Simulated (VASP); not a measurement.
# Ir (R-3m) in VASP: a series of runs

The runs below take Ir through single point, with PBEsol.

Program: VASP 6.6.1. These are calculated values, not measurements. Logs are shortened: lines on timing, memory, paths and dates and some standing lists are left out, and cuts for length are marked.

## 1. The cell of the first run

The structure is trigonal, space group R-3m (No. 166). The conventional cell has a = 2.688 Å, b = 2.688 Å, c = 6.783 Å, α = 90.00°, β = 90.00°, γ = 120.00°. Ir (site symmetry -3m) has 12 Ir at 2.69 to 2.74 Å within 3.5 Å.

## 2. Single point, PBEsol (equal xy, yz and zx shear strains of +2 %)

Contents of INCAR:

```
SYSTEM = Ir
PREC     = Accurate       ! precision mode
ENCUT    = 520            ! plane-wave cutoff, eV
EDIFF    = 1E-6           ! SCF threshold, eV
ISMEAR   = -1             ! smearing method
SIGMA    = 0.05           ! smearing width, eV
LREAL    = .False.        ! projectors in reciprocal space
LASPH    = .True.         ! aspherical terms in the spheres
NELM     = 100            ! most SCF steps
ALGO     = Normal         ! electronic algorithm
ISIF     = 2              ! what is computed and relaxed
LWAVE    = .False.        ! write WAVECAR
LCHARG   = .True.         ! write CHGCAR
GGA      = PS             ! functional
LELF     = .True.         ! ELF
LVHAR    = .True.       
NBANDS   = 10             ! bands
```

Contents of KPOINTS:

```
Automatic mesh
0
Gamma
  15 15 15
  0 0 0
```

Contents of POSCAR:

```
Ir
1.0
    0.0383940000      1.9388970000      1.9388970000
    1.9388970000      0.0383940000      1.9388970000
    1.9388970000      1.9388970000      0.0383940000
Ir
1
Direct
    0.0000000000      0.0000000000      0.0000000000
```

Potentials or basis: VASP PAW PBE potentials, release 64 (Ir).

Started as:

```sh
$ cat potpaw_PBE.64/Ir/POTCAR > POTCAR
$ mpirun -np 1 vasp_std > vasp.out
```

OUTCAR:

```text
SYSTEM = Ir
   PREC = Accurate
   ENCUT = 520
   EDIFF = 1E-6
   ISMEAR = -1
   LREAL = .False.
   LASPH = .True.
   NELM = 100
   ISIF = 2
   GGA = PS

 ion  position               nearest neighbor table
   1  0.000  0.000  0.000-

  LATTYP: Found a trigonal (rhomboedric) cell.
 ALAT       =     2.7422832189
 COS(alpha) =     0.5197000882

  Lattice vectors:

 A1 = (   0.0383940000,   1.9388970000,   1.9388970000)
 A2 = (   1.9388970000,   0.0383940000,   1.9388970000)
 A3 = (   1.9388970000,   1.9388970000,   0.0383940000)

Analysis of symmetry for initial positions (statically):
=====================================================================
 Subroutine PRICEL returns:
 Original cell was already a primitive cell.

 Routine SETGRP: Setting up the symmetry group for a
 trigonal (rhombohedral) supercell.

 Subroutine GETGRP returns: Found 12 space group operations
 (whereof 12 operations were pure point group operations)
 out of a pool of 12 trial point group operations.

The static configuration has the point symmetry D_3d.

Analysis of symmetry for dynamics (positions and initial velocities):
=====================================================================
 Subroutine PRICEL returns:
 Original cell was already a primitive cell.

 Routine SETGRP: Setting up the symmetry group for a
 trigonal (rhombohedral) supercell.

 Subroutine GETGRP returns: Found 12 space group operations
 (whereof 12 operations were pure point group operations)
 out of a pool of 12 trial point group operations.

The dynamic configuration has the point symmetry D_3d.

 Subroutine INISYM returns: Found 12 space group operations
 (whereof 12 operations are pure point group operations),
 and found     1 'primitive' translations

----------------------------------------------------------------------------------------

                                     Primitive cell

  volume of cell :      14.1449

  direct lattice vectors                    reciprocal lattice vectors
     0.038394000  1.938897000  1.938897000    -0.265667542  0.260508949  0.260508949
     1.938897000  0.038394000  1.938897000     0.260508949 -0.265667542  0.260508949
     1.938897000  1.938897000  0.038394000     0.260508949  0.260508949 -0.265667542

  length of vectors
     2.742283219  2.742283219  2.742283219     0.454212580  0.454212580  0.454212580

  position of ions in fractional coordinates (direct lattice)
     0.000000000  0.000000000  0.000000000

  ion indices of the primitive-cell ions
   primitive index   ion index
                 1           1

----------------------------------------------------------------------------------------

 KPOINTS: Automatic mesh

Automatic generation of k-mesh.
 Grid dimensions read from file:
 generate k-points for:   15   15   15

 Generating k-lattice:

  Cartesian coordinates                     Fractional coordinates (reciprocal lattice)
    -0.017711169  0.017367263  0.017367263     0.066666667 -0.000000000 -0.000000000
     0.017367263 -0.017711169  0.017367263    -0.000000000  0.066666667 -0.000000000
     0.017367263  0.017367263 -0.017711169    -0.000000000 -0.000000000  0.066666667

  Length of vectors
     0.030280839  0.030280839  0.030280839

  Shift w.r.t. Gamma in fractional coordinates (k-lattice)
     0.000000000  0.000000000  0.000000000

 Subroutine IBZKPT returns following result:
 ===========================================

 Found    344 irreducible k-points:

 Following reciprocal coordinates:
            Coordinates               Weight
  0.000000  0.000000  0.000000      1.000000
  0.066667  0.000000  0.000000      6.000000
  0.133333 -0.000000 -0.000000      6.000000
  0.200000  0.000000  0.000000      6.000000
  0.266667 -0.000000 -0.000000      6.000000
  0.333333  0.000000  0.000000      6.000000
[... 16 lines left out ...]
  0.133333  0.133333  0.000000      6.000000
  0.200000  0.133333  0.000000     12.000000
 [... further k-points ...]
   k-points           NKPTS =    344   k-points in BZ     NKDIM =    344   number of bands    NBANDS=     10
   number of dos      NEDOS =    301   number of ions     NIONS =      1
   total plane-waves  NPLWV =   8000
   dimension x,y,z NGX =    20 NGY =   20 NGZ =   20
   dimension x,y,z NGXF=    40 NGYF=   40 NGZF=   40
   ions per type =               1
   NGX,Y,Z   is equivalent  to a cutoff of  12.12, 12.12, 12.12 a.u.
   NGXF,Y,Z  is equivalent  to a cutoff of  24.25, 24.25, 24.25 a.u.
 SYSTEM =  Ir
   PREC   = accura    normal or accurate (medium, high low for compatibility)
   ISTART =      0    job   : 0-new  1-cont  2-samecut
   ICHARG =      2    charge: 1-file 2-atom 10-const
   ISPIN  =      1    spin polarized calculation?
   LNONCOLLINEAR =      F non collinear calculations
   LSORBIT =      F    spin-orbit coupling
   LASPH  =      T    aspherical Exc in radial PAW
   ENCUT  =  520.0 eV  38.22 Ry    6.18 a.u.   5.10  5.10  5.10*2*pi/ulx,y,z
   NELM   =    100;   NELMIN=  2; NELMDL= -5     # of ELM steps
   EDIFF  = 0.1E-05   stopping-criterion for ELM
   LREAL  =      F    real-space projection
   EDIFFG = 0.1E-04   stopping-criterion for IOM
   NSW    =      0    number of steps for IOM
   IBRION =     -1    ionic relax: 0-MD 1-quasi-New 2-CG
   NFREE  =      0    steps in history (QN), initial steepest desc. (CG)
   ISIF   =      2    stress and relaxation
   ISYM   =      2    0-nonsym 1-usesym 2-fastsym
   POTIM  = 0.5000    time-step for ionic-motion
   TEBEG  =    0.0;   TEEND  =   0.0 temperature during run
   PSTRESS=    0.0 pullay stress
   NELECT =       9.0000    total number of electrons
   NUPDOWN=      -1.0000    fix difference up-down
   EMIN   =  10.00;   EMAX   =-10.00  energy-range for DOS
   EFERMI =   0.00;   METHOD = LEGACY
   ISMEAR =    -1;   SIGMA  =   0.05  broadening in eV -4-tet -1-fermi 0-gaus
   EFERMI_NEDOS =   21; number of points for ismear=-14 and -15
   IALGO  =     38    algorithm
   IMIX   =      4    mixing-type and parameters
     AMIX     =   0.40;   BMIX     =  1.00
     AMIX_MAG =   1.60;   BMIX_MAG =  1.00
  volume/ion in A,a.u.               =      14.14        95.45
  Fermi-wavevector in a.u.,A,eV,Ry     =   1.408063  2.660853 26.975478  1.982642
  Thomas-Fermi vector in A             =   2.530259
   LORBIT       =      0    0 simple, 1 ext, 2 COOP (PROOUT), +10 PAW based schemes
   GGA     = PS    functional components
   LHFCALC =     F    Hartree Fock is set to
   AEXX    =    0.0000 exact exchange contribution
   IVDW    =     0    specifies the selected vdW correction
   LEPSILON=     F    determine dielectric tensor
   LRPA    =     F    only Hartree local field effects (RPA)
 non-spin polarized calculation
  energy-cutoff  :      520.00
  volume of cell :       14.14
 maximum number of plane-waves:       389
   NGX = 11   NGY = 11   NGZ = 11

 number of electron       9.0000000 magnetization

 Free energy of the ion-electron system (eV)
  ---------------------------------------------------
  ext. energy  EPLUGINS =         0.00000000
  ---------------------------------------------------
  free energy    TOTEN  =        -9.81423908 eV

  energy without entropy =       -9.80657985  energy(sigma->0) =       -9.81040946

 E-fermi :  10.2889     XC(G=0): -14.1019

 val. band max:       10.2788812913   @ k =  -0.2667   0.0667   0.0667
 cond. band min:      10.2936580794   @ k =  -0.3333   0.3333   0.3333
 fundamental gap:      0.0147767881
 Fermi energy:        10.2889365231

 k-point     1 :       0.0000    0.0000    0.0000
  band No.  band energies     occupation
      1      -0.9431      2.00000
      2       6.0364      2.00000
      3       6.4810      2.00000
      4       6.4810      2.00000
      5       9.0780      2.00000
      6       9.0780      2.00000
      7      24.5522      0.00000
      8      29.5267      0.00000
      9      30.4761      0.00000
     10      30.4761      0.00000

 k-point     2 :       0.0667    0.0000    0.0000
  band No.  band energies     occupation
      1      -0.7419      2.00000
      2       6.1017      2.00000
      3       6.3877      2.00000
      4       6.5830      2.00000
      5       9.0114      2.00000
      6       9.0160      2.00000
      7      24.9044      0.00000
      8      29.2168      0.00000
      9      30.0549      0.00000
     10      30.7941      0.00000

 k-point     3 :       0.1333   -0.0000   -0.0000
  band No.  band energies     occupation
      1      -0.1686      2.00000
      2       6.0382      2.00000
      3       6.3889      2.00000
      4       6.8394      2.00000
      5       8.8823      2.00000
      6       8.8968      2.00000
      7      25.8087      0.00000
      8      27.4545      0.00000
      9      30.9584      0.00000
     10      31.7034      0.00000

 k-point     4 :       0.2000    0.0000    0.0000
  band No.  band energies     occupation
      1       0.6647      2.00000
      2       5.8252      2.00000
      3       6.5416      2.00000
      4       7.0632      2.00000
      5       8.8955      2.00000
      6       8.9414      2.00000
      7      25.4345      0.00000
      8      27.0063      0.00000
      9      32.4051      0.00000
     10      33.0642      0.00000
[... 222 lines left out ...]
 k-point    22 :      -0.0667    0.0667    0.0000
  band No.  band energies     occupation
      1      -0.4110      2.00000
      2       6.1557      2.00000
      3       6.2771      2.00000
      4       6.7721      2.00000
      5       8.7509      2.00000
      6       9.0809      2.00000
      7      25.4733      0.00000
      8      28.4308      0.00000
      9      30.1572      0.00000
     10      31.2501      0.00000

 k-point    23 :       0.1333    0.1333    0.0000
  band No.  band energies     occupation
      1       0.0781      2.00000
      2       5.5810      2.00000
      3       6.8029      2.00000
      4       7.0658      2.00000
      5       8.2303      2.00000
      6       9.3765      2.00000
      7      26.2893      0.00000
      8      28.4396      0.00000
      9      30.0368      0.00000
     10      30.6870      0.00000

 k-point    24 :       0.2000    0.1333    0.0000
  band No.  band energies     occupation
      1       0.7151      2.00000
      2       5.2803      2.00000
      3       7.0233      2.00000
      4       7.3168      2.00000
      5       8.0489      2.00000
      6       9.5262      2.00000
      7      27.1838      0.00000
      8      27.4718      0.00000
      9      30.0980      0.00000
     10      31.2126      0.00000

 [... further k-points ...]
[... 5 lines left out ...]
  --------------------------------------------------------------------------------------
  -------------------------------------------------------------------------------------
  Total       -0.1102775     -0.1102775     -0.1102775     -0.4980909     -0.4980909     -0.4980909
  in kB      -12.4909934    -12.4909934    -12.4909934    -56.4181103    -56.4181103    -56.4181103
  external PRESSURE =     -12.4909934 kB  Pullay stress =       0.0000000 kB

 VOLUME and BASIS-vectors are now :
 -----------------------------------------------------------------------------
  energy-cutoff  :      520.00
  volume of cell :       14.14
      direct lattice vectors                 reciprocal lattice vectors
     0.038394000  1.938897000  1.938897000    -0.265667542  0.260508949  0.260508949
     1.938897000  0.038394000  1.938897000     0.260508949 -0.265667542  0.260508949
     1.938897000  1.938897000  0.038394000     0.260508949  0.260508949 -0.265667542

 POSITION                                       TOTAL-FORCE (eV/Angst)
 -----------------------------------------------------------------------------------
      0.00000      0.00000      0.00000         0.000000      0.000000     -0.000000
 -----------------------------------------------------------------------------------
    total drift:                                0.000000     -0.000000     -0.000000

  FREE ENERGIE OF THE ION-ELECTRON SYSTEM (eV)
  ---------------------------------------------------
  free  energy   TOTEN  =        -9.8142390806 eV

  energy  without entropy=       -9.8065798470  energy(sigma->0) =       -9.81040946
```

It took 15 s on 1 thread of Intel Xeon 6975P-C (Granite Rapids), shared host; peak memory 0.16 GiB.

What came out:

```yaml
Free_energy: -9.8142 eV
Pressure: -1.2 GPa
```

Stress tensor (GPa, compression positive):
```
-1.25 -5.64 -5.64
-5.64 -1.25 -5.64
-5.64 -5.64 -1.25
```

Levels at points of the mesh, in eV from the Fermi level:
| k point | band 1 | band 2 | band 3 | band 4 | band 5 | band 6 | band 7 | band 8 | band 9 |
| --- | --- | --- | --- | --- | --- | --- | --- | --- | --- |
| (0.00, 0.00, 0.00) | -11.23 | -4.25 | -3.81 | -3.81 | -1.21 | -1.21 | 14.26 | 19.24 | 20.19 |

Caveat: the cell differs from its parent crystal (equal xy, yz and zx shear strains of +2 %); the PAW data sets were made with another functional, which shifts forces and pressure a little; spin-orbit coupling is left out, which moves the levels of the heavy elements.

## 3. Single point, PBEsol (equal xy, yz and zx shear strains of -2 %)

Contents of INCAR:

```
ALGO     = Normal         # electronic algorithm
EDIFF    = 1E-7           # SCF threshold, eV
ENCUT    = 520            # plane-wave cutoff, eV
GGA      = PS             # functional
ISIF     = 2              # what is computed and relaxed
ISMEAR   = -1             # smearing method
LASPH    = T              # aspherical terms in the spheres
LCHARG   = F              # write CHGCAR
LREAL    = F              # projectors in reciprocal space
LWAVE    = F              # write WAVECAR
NBANDS   = 10             # bands
NELM     = 100            # most SCF steps
PREC     = Accurate       # precision mode
SIGMA    = 0.05           # smearing width, eV
```

Contents of KPOINTS:

```
k-points
0
Gamma
  15 15 15
```

Contents of POSCAR:

```
Ir
1.0
   -0.0383940000      1.9005030000      1.9005030000
    1.9005030000     -0.0383940000      1.9005030000
    1.9005030000      1.9005030000     -0.0383940000
Ir
1
Direct
    0.0000000000      0.0000000000      0.0000000000
```

Potentials or basis: VASP PAW PBE potentials, release 64 (Ir).

Started as:

```sh
$ cat potpaw_PBE.64/Ir/POTCAR > POTCAR
$ mpirun -np 1 vasp_std > vasp.out
```

Run time: 15 s. Hardware: 1 thread of Intel Xeon 6975P-C (Granite Rapids), shared host; peak memory 0.16 GiB.

Results (log left out):

```yaml
Free_energy: -9.8143 eV
Pressure: -1.3 GPa
```

Stress tensor (GPa, compression positive):
```
-1.26  5.50  5.50
 5.50 -1.26  5.50
 5.50  5.50 -1.26
```

Levels at points of the mesh, in eV from the Fermi level:
```tsv
k point	band 1	band 2	band 3	band 4	band 5	band 6	band 7	band 8	band 9
(0.00, 0.00, 0.00)	-11.24	-4.12	-4.12	-3.63	-1.21	-1.21	14.26	19.54	19.54
```

Caveat: the cell differs from its parent crystal (equal xy, yz and zx shear strains of -2 %); the PAW data sets were made with another functional, which shifts forces and pressure a little; spin-orbit coupling is left out, which moves the levels of the heavy elements.

## 4. Single point, PBEsol (equal xy, yz and zx shear strains of +1 %)

Contents of INCAR:

```
SYSTEM = Ir
PREC = Accurate ; ENCUT = 520
EDIFF = 1E-6 ; ISMEAR = -1
SIGMA = 0.05 ; LREAL = .FALSE.
LASPH = .TRUE. ; NELM = 60
ALGO = Normal ; ISIF = 2
LWAVE = .FALSE. ; LCHARG = .FALSE.
GGA = PS ; NBANDS = 10
```

Contents of KPOINTS:

```
Automatic mesh
0
G
  15 15 15
  0 0 0
```

Contents of POSCAR:

```
Ir
1.0
    0.0191970000      1.9292985000      1.9292985000
    1.9292985000      0.0191970000      1.9292985000
    1.9292985000      1.9292985000      0.0191970000
Ir
1
Direct
    0.0000000000      0.0000000000      0.0000000000
```

Started as:

```sh
$ cat potpaw_PBE.64/Ir/POTCAR > POTCAR
$ mpirun -np 1 vasp_std > vasp.out
```

It took 14 s on 1 thread of Intel Xeon 6975P-C (Granite Rapids), shared host; peak memory 0.16 GiB.

It converged, with:

- Free energy: -9.8253 eV
- Pressure: -1.7 GPa

Stress tensor (GPa, compression positive):
```
-1.70 -2.80 -2.80
-2.80 -1.70 -2.80
-2.80 -2.80 -1.70
```

Levels at points of the mesh, in eV from the Fermi level:
| k point | band 1 | band 2 | band 3 | band 4 | band 5 | band 6 | band 7 | band 8 | band 9 |
| --- | --- | --- | --- | --- | --- | --- | --- | --- | --- |
| (0.00, 0.00, 0.00) | -11.24 | -4.11 | -3.88 | -3.88 | -1.23 | -1.23 | 14.27 | 19.53 | 20.01 |

Caveat: the cell differs from its parent crystal (equal xy, yz and zx shear strains of +1 %); the PAW data sets were made with another functional, which shifts forces and pressure a little; spin-orbit coupling is left out, which moves the levels of the heavy elements.

## 5. Single point, PBEsol (equal xy, yz and zx shear strains of +3 %)

Contents of INCAR:

```
  PREC = Accurate
  ENCUT = 520
  EDIFF = 1E-6
  ISMEAR = -1
  SIGMA = 0.05
  LREAL = F
  LASPH = T
  NELM = 60
  ALGO = Normal
  ISIF = 2
  LWAVE = F
  LCHARG = F
  GGA = PS
  NBANDS = 10
```

Contents of KPOINTS:

```
regular mesh
0
Gamma
  15 15 15
```

Contents of POSCAR:

```
Ir
1.0
    0.0575910000      1.9484955000      1.9484955000
    1.9484955000      0.0575910000      1.9484955000
    1.9484955000      1.9484955000      0.0575910000
Ir
1
Direct
    0.0000000000      0.0000000000      0.0000000000
```

Started as:

```sh
$ cat potpaw_PBE.64/Ir/POTCAR > POTCAR
$ mpirun -np 1 vasp_std > vasp.out
```

It took 14 s on 1 thread of Intel Xeon 6975P-C (Granite Rapids), shared host; peak memory 0.17 GiB.

Results (log left out):

```yaml
Free_energy: -9.7958 eV
Pressure: -0.5 GPa
```

Stress tensor (GPa, compression positive):
```
-0.48 -8.48 -8.48
-8.48 -0.48 -8.48
-8.48 -8.48 -0.48
```

Levels at points of the mesh, in eV from the Fermi level:
```
           k point  band 2  band 3  band 4  band 5  band 6  band 7
(0.00, 0.00, 0.00)   -4.39   -3.74   -3.74   -1.18   -1.18   14.25
```

Caveat: the cell differs from its parent crystal (equal xy, yz and zx shear strains of +3 %); the PAW data sets were made with another functional, which shifts forces and pressure a little; spin-orbit coupling is left out, which moves the levels of the heavy elements.

## 6. Summary

| cell | gap on the mesh (eV) | pressure (GPa) |
| --- | --- | --- |
| a = 2.742 Å, angles 58.7°, 1 atom | none | -1.2 |
| a = 2.688 Å, angles 61.3°, 1 atom | none | -1.3 |
| a = 2.729 Å, angles 59.3°, 1 atom | none | -1.7 |
| a = 2.756 Å, angles 58.0°, 1 atom | none | -0.5 |

Alike in all rows: task single point; level PBEsol; potentials or basis VASP PAW PBE potentials, release 64 (Ir); no spin polarisation; k mesh 15 × 15 × 15; cutoff (eV) 520; smearing fermi-dirac 0.05 eV.

Caveats: the PAW data sets were made with another functional, which shifts forces and pressure a little; spin-orbit coupling is left out, which moves the levels of the heavy elements.

Total energies depend on the potentials used, so only differences within one code and one set of settings carry meaning.
